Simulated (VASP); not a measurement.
Runs of VASP 6.6.1 on CaC. The structure is that of space group Pm-3m (No. 221), or close to it. The cells are those of the table. The cell was generated, and may not be a known phase.

```csv
task,cell,k mesh,cutoff (eV),gap on the mesh (eV),pressure (GPa),relaxed volume (Å³/atom)
relaxation of cell and atoms,"relaxed from a = 3.162 Å, 2 atoms",6 × 6 × 6,600,none,0.1,(a)
single point,"a = 3.119 Å, 2 atoms",6 × 6 × 6,520,none,0.1,-
single point,"a = 3.162 Å, 2 atoms",6 × 6 × 6,520,none,-2.8,-
relaxation of cell and atoms,"relaxed from a = 3.119 Å, 2 atoms",18 × 18 × 18,600,none,0.0,15.25
single point,"a = 3.120 Å, 2 atoms",18 × 18 × 18,520,none,0.4,-
```

Alike in all rows: level PBE; potentials or basis VASP PAW PBE potentials, release 64 (Ca_sv, C); no spin polarisation; smearing gaussian 0.1 eV.

Task: Estimate the missing entries.

Result: (a) 15.17.

A gap of «none» marks levels without a gap at the run's occupations.
